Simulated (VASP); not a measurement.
# Tl (I4/mmm) in VASP: single point with r2SCAN

Aim: the single point of Tl with r2SCAN.

Everything below comes from runs of VASP 6.6.1. Logs are shortened: lines on timing, memory, paths and dates and some standing lists are left out, and cuts for length are marked.

**1. The cell of the first run**

The structure is tetragonal, space group I4/mmm (No. 139). Conventional cell: a = 3.882 Å, b = 3.882 Å, c = 4.037 Å, α = 90.00°, β = 90.00°, γ = 90.00°. Tl (site symmetry 4/mmm) has 14 Tl at 3.41 to 4.04 Å within 4.5 Å.

**2. Single point, r2SCAN (strain +0.0400 x Voigt [1, 0, 0, 0, 0, 0])**

POSCAR reads:

```
Tl
1.0
   -2.0186400000      1.9410000000      1.9410000000
    2.0186400000     -1.9410000000      1.9410000000
    2.0186400000      1.9410000000     -1.9410000000
Tl
1
Direct
    0.0000000000      0.0000000000      0.0000000000
```

INCAR.step1 reads:

```
SYSTEM = Tl
PREC = Accurate
ENCUT = 520
ISMEAR = 0
SIGMA = 0.15
LREAL = .False.
LASPH = .True.
NELM = 100
NBANDS = 12
GGA = PE
ALGO = Normal
EDIFF = 1E-4
LWAVE = .True.
LCHARG = .False.
```

INCAR.step2 reads:

```
SYSTEM = Tl
PREC = Accurate
ENCUT = 520
EDIFF = 1E-7
ISMEAR = 0
SIGMA = 0.15
LREAL = .False.
LASPH = .True.
NELM = 100
ALGO = Normal
ISIF = 2
LWAVE = .False.
LCHARG = .False.
METAGGA = R2SCAN
LMIXTAU = .True.
NBANDS = 12
ISTART = 1
```

KPOINTS reads:

```
Automatic mesh
0
Gamma
  18 18 18
  0 0 0
```

Potentials or basis: VASP PAW PBE potentials, release 64 (Tl_d).

Started as:

```bash
cat potpaw_PBE.64/Tl_d/POTCAR > POTCAR
cp INCAR.step1 INCAR
mpirun -np 1 vasp_std > vasp.out
cp INCAR.step2 INCAR
mpirun -np 1 vasp_std > vasp.out
```

OUTCAR:

```text
SYSTEM = Tl
   PREC = Accurate
   ENCUT = 520
   EDIFF = 1E-7
   ISMEAR = 0
   LREAL = .False.
   LASPH = .True.
   NELM = 100
   ISIF = 2
   METAGGA = R2SCAN
   ISTART = 1

 ion  position               nearest neighbor table
   1  0.000  0.000  0.000-

  LATTYP: Found a body centered tetragonal cell.
 ALAT       =     3.8820000000
 C/A-ratio  =     1.0400000000

  Lattice vectors:

 A1 = (  -2.0186400000,   1.9410000000,  -1.9410000000)
 A2 = (  -2.0186400000,  -1.9410000000,   1.9410000000)
 A3 = (   2.0186400000,   1.9410000000,   1.9410000000)

Analysis of symmetry for initial positions (statically):
=====================================================================
 Subroutine PRICEL returns:
 Original cell was already a primitive cell.

 Routine SETGRP: Setting up the symmetry group for a
 body centered tetragonal supercell.

 Subroutine GETGRP returns: Found 16 space group operations
 (whereof 16 operations were pure point group operations)
 out of a pool of 16 trial point group operations.

The static configuration has the point symmetry D_4h.

Analysis of symmetry for dynamics (positions and initial velocities):
=====================================================================
 Subroutine PRICEL returns:
 Original cell was already a primitive cell.

 Routine SETGRP: Setting up the symmetry group for a
 body centered tetragonal supercell.

 Subroutine GETGRP returns: Found 16 space group operations
 (whereof 16 operations were pure point group operations)
 out of a pool of 16 trial point group operations.

The dynamic configuration has the point symmetry D_4h.

 Subroutine INISYM returns: Found 16 space group operations
 (whereof 16 operations are pure point group operations),
 and found     1 'primitive' translations

----------------------------------------------------------------------------------------

                                     Primitive cell

  volume of cell :      30.4208

  direct lattice vectors                    reciprocal lattice vectors
    -2.018640000  1.941000000  1.941000000     0.000000000  0.257599176  0.257599176
     2.018640000 -1.941000000  1.941000000     0.247691515  0.000000000  0.257599176
     2.018640000  1.941000000 -1.941000000     0.247691515  0.257599176  0.000000000

  length of vectors
     3.407325850  3.407325850  3.407325850     0.364300248  0.357363151  0.357363151

  position of ions in fractional coordinates (direct lattice)
     0.000000000  0.000000000  0.000000000

  ion indices of the primitive-cell ions
   primitive index   ion index
                 1           1

----------------------------------------------------------------------------------------

 KPOINTS: Automatic mesh

Automatic generation of k-mesh.
 Grid dimensions read from file:
 generate k-points for:   18   18   18

 Generating k-lattice:

  Cartesian coordinates                     Fractional coordinates (reciprocal lattice)
     0.000000000  0.014311065  0.014311065     0.055555556  0.000000000  0.000000000
     0.013760640  0.000000000  0.014311065     0.000000000  0.055555556 -0.000000000
     0.013760640  0.014311065  0.000000000     0.000000000 -0.000000000  0.055555556

  Length of vectors
     0.020238903  0.019853508  0.019853508

  Shift w.r.t. Gamma in fractional coordinates (k-lattice)
     0.000000000  0.000000000  0.000000000

 Subroutine IBZKPT returns following result:
 ===========================================

 Found    480 irreducible k-points:

 Following reciprocal coordinates:
            Coordinates               Weight
  0.000000  0.000000  0.000000      1.000000
  0.055556  0.000000  0.000000      4.000000
  0.111111  0.000000  0.000000      4.000000
  0.166667  0.000000  0.000000      4.000000
  0.222222  0.000000  0.000000      4.000000
  0.277778  0.000000  0.000000      4.000000
[... 16 lines left out ...]
  0.166667  0.111111  0.000000     16.000000
  0.222222  0.111111  0.000000     16.000000
 [... further k-points ...]
   k-points           NKPTS =    480   k-points in BZ     NKDIM =    480   number of bands    NBANDS=     12
   number of dos      NEDOS =    301   number of ions     NIONS =      1
   total plane-waves  NPLWV =  21952
   dimension x,y,z NGX =    28 NGY =   28 NGZ =   28
   dimension x,y,z NGXF=    56 NGYF=   56 NGZF=   56
   ions per type =               1
   NGX,Y,Z   is equivalent  to a cutoff of  13.66, 13.66, 13.66 a.u.
   NGXF,Y,Z  is equivalent  to a cutoff of  27.32, 27.32, 27.32 a.u.
 SYSTEM =  Tl
   PREC   = accura    normal or accurate (medium, high low for compatibility)
   ISTART =      1    job   : 0-new  1-cont  2-samecut
   ICHARG =      0    charge: 1-file 2-atom 10-const
   ISPIN  =      1    spin polarized calculation?
   LNONCOLLINEAR =      F non collinear calculations
   LSORBIT =      F    spin-orbit coupling
   LASPH  =      T    aspherical Exc in radial PAW
   ENCUT  =  520.0 eV  38.22 Ry    6.18 a.u.   6.34  6.34  6.34*2*pi/ulx,y,z
   NELM   =    100;   NELMIN=  2; NELMDL=  0     # of ELM steps
   EDIFF  = 0.1E-06   stopping-criterion for ELM
   LREAL  =      F    real-space projection
   EDIFFG = 0.1E-05   stopping-criterion for IOM
   NSW    =      0    number of steps for IOM
   IBRION =     -1    ionic relax: 0-MD 1-quasi-New 2-CG
   NFREE  =      0    steps in history (QN), initial steepest desc. (CG)
   ISIF   =      2    stress and relaxation
   ISYM   =      2    0-nonsym 1-usesym 2-fastsym
   POTIM  = 0.5000    time-step for ionic-motion
   TEBEG  =    0.0;   TEEND  =   0.0 temperature during run
   PSTRESS=    0.0 pullay stress
   NELECT =      13.0000    total number of electrons
   NUPDOWN=      -1.0000    fix difference up-down
   EMIN   =  10.00;   EMAX   =-10.00  energy-range for DOS
   EFERMI =   0.00;   METHOD = LEGACY
   ISMEAR =     0;   SIGMA  =   0.15  broadening in eV -4-tet -1-fermi 0-gaus
   EFERMI_NEDOS =   21; number of points for ismear=-14 and -15
   IALGO  =     38    algorithm
   IMIX   =      4    mixing-type and parameters
     AMIX     =   0.40;   BMIX     =  1.00
     AMIX_MAG =   1.60;   BMIX_MAG =  1.00
  volume/ion in A,a.u.               =      30.42       205.29
  Fermi-wavevector in a.u.,A,eV,Ry     =   1.233103  2.330227 20.688239  1.520543
  Thomas-Fermi vector in A             =   2.367847
   LORBIT       =      0    0 simple, 1 ext, 2 COOP (PROOUT), +10 PAW based schemes
   METAGGA = R2SCAN    functional components
   LHFCALC =     F    Hartree Fock is set to
   AEXX    =    0.0000 exact exchange contribution
   IVDW    =     0    specifies the selected vdW correction
   LEPSILON=     F    determine dielectric tensor
   LRPA    =     F    only Hartree local field effects (RPA)
 non-spin polarized calculation
 Gauss-broadening in eV      SIGMA  =   0.15
  energy-cutoff  :      520.00
  volume of cell :       30.42
 maximum number of plane-waves:       834
 NGX is ok and might be reduce to    28
   NGX = 13   NGY = 13   NGZ = 13

 number of electron      13.0000001 magnetization

 Free energy of the ion-electron system (eV)
  ---------------------------------------------------
  ext. energy  EPLUGINS =         0.00000000
  ---------------------------------------------------
  free energy    TOTEN  =       -53.17518139 eV

  energy without entropy =      -53.17032840  energy(sigma->0) =      -53.17275489

 E-fermi :   5.9647     XC(G=0): -10.4823

 val. band max:        5.9629931499   @ k =   0.3889  -0.1667   0.1667
 cond. band min:       5.9682168807   @ k =  -0.3333   0.3889   0.0000
 fundamental gap:      0.0052237309
 Fermi energy:         5.9647071550

 k-point     1 :       0.0000    0.0000    0.0000
  band No.  band energies     occupation
      1      -6.2654      2.00000
      2      -6.2654      2.00000
      3      -6.2211      2.00000
      4      -5.8898      2.00000
      5      -5.8488      2.00000
      6      -4.1212      2.00000
      7      16.1968      0.00000
      8      16.4380      0.00000
      9      16.4380      0.00000
     10      18.5083      0.00000
     11      19.0301      0.00000
     12      19.0301      0.00000

 k-point     2 :       0.0556    0.0000    0.0000
  band No.  band energies     occupation
      1      -6.2708      2.00000
      2      -6.2470      2.00000
      3      -6.2179      2.00000
      4      -5.8888      2.00000
      5      -5.8539      2.00000
      6      -4.0509      2.00000
      7      15.7737      0.00000
      8      15.9297      0.00000
      9      16.2494      0.00000
     10      18.4092      0.00000
     11      18.5163      0.00000
     12      19.0278      0.00000

 k-point     3 :       0.1111    0.0000    0.0000
  band No.  band energies     occupation
      1      -6.2862      2.00000
      2      -6.2117      2.00000
      3      -6.1938      2.00000
      4      -5.8859      2.00000
      5      -5.8676      2.00000
      6      -3.8378      2.00000
      7      14.2171      0.00000
      8      15.2697      0.00000
      9      15.7554      0.00000
     10      17.7701      0.00000
     11      18.1692      0.00000
     12      19.1412      0.00000
[... 286 lines left out ...]
 k-point    23 :       0.1667    0.1111    0.0000
  band No.  band energies     occupation
      1      -6.3198      2.00000
      2      -6.2246      2.00000
      3      -5.9934      2.00000
      4      -5.9196      2.00000
      5      -5.8655      2.00000
      6      -2.7608      2.00000
      7      10.1593      0.00000
      8      12.4254      0.00000
      9      14.0087      0.00000
     10      17.4478      0.00000
     11      18.8575      0.00000
     12      19.4240      0.00000

 k-point    24 :       0.2222    0.1111    0.0000
  band No.  band energies     occupation
      1      -6.3479      2.00000
      2      -6.2372      2.00000
      3      -5.9230      2.00000
      4      -5.9082      2.00000
      5      -5.8510      2.00000
      6      -2.1108      2.00000
      7       8.5757      0.00000
      8      11.5244      0.00000
      9      13.4214      0.00000
     10      17.1050      0.00000
     11      18.9708      0.00000
     12      19.7179      0.00000

 [... further k-points ...]
[... 5 lines left out ...]
  --------------------------------------------------------------------------------------
  -------------------------------------------------------------------------------------
  Total       -0.1350530     -0.0517135     -0.0517135      0.0000000      0.0000000      0.0000000
  in kB       -7.1128701     -2.7236052     -2.7236052      0.0000000      0.0000000      0.0000000
  external PRESSURE =      -4.1866935 kB  Pullay stress =       0.0000000 kB

 VOLUME and BASIS-vectors are now :
 -----------------------------------------------------------------------------
  energy-cutoff  :      520.00
  volume of cell :       30.42
      direct lattice vectors                 reciprocal lattice vectors
    -2.018640000  1.941000000  1.941000000     0.000000000  0.257599176  0.257599176
     2.018640000 -1.941000000  1.941000000     0.247691515  0.000000000  0.257599176
     2.018640000  1.941000000 -1.941000000     0.247691515  0.257599176  0.000000000

 POSITION                                       TOTAL-FORCE (eV/Angst)
 -----------------------------------------------------------------------------------
      0.00000      0.00000      0.00000         0.000000      0.000000     -0.000000
 -----------------------------------------------------------------------------------
    total drift:                               -0.000000     -0.000000     -0.000000

  FREE ENERGIE OF THE ION-ELECTRON SYSTEM (eV)
  ---------------------------------------------------
  free  energy   TOTEN  =       -53.1751813862 eV

  energy  without entropy=      -53.1703283969  energy(sigma->0) =      -53.17275489
```

Run time: 5.6 min. Hardware: 1 thread of Intel Xeon Platinum 8488C (Sapphire Rapids), shared host; peak memory 0.3 GiB.

Results:

| Item | Value |
| --- | --- |
| Free energy | -53.1752 eV |
| Pressure | -0.4 GPa |
| Band gap on the k mesh | zero (an odd number of electrons rules out a gap without spin polarisation) |

Levels at points of the mesh, in eV from the Fermi level:
```csv
k point,band 2,band 3,band 4,band 5,band 6,band 7,band 8,band 9,band 10,band 11
"(0.00, 0.00, 0.00)",-12.23,-12.19,-11.85,-11.81,-10.09,10.23,10.47,10.47,12.54,13.07
"(0.50, 0.00, 0.00)",-12.33,-11.82,-11.82,-11.57,-5.23,-2.51,5.34,6.78,9.72,10.99
"(0.00, 0.50, 0.00)",-12.33,-11.89,-11.83,-11.58,-5.44,-2.62,5.84,7.44,10.37,11.56
"(0.50, 0.50, 0.50)",-12.38,-11.65,-11.63,-11.63,-2.16,0.95,1.68,1.68,6.52,6.93
```

Caveat: the cell differs from its parent crystal (strain +0.0400 x Voigt [1, 0, 0, 0, 0, 0]); the PAW data sets were made with another functional, which shifts forces and pressure a little; spin-orbit coupling is left out, which moves the levels of the heavy elements.
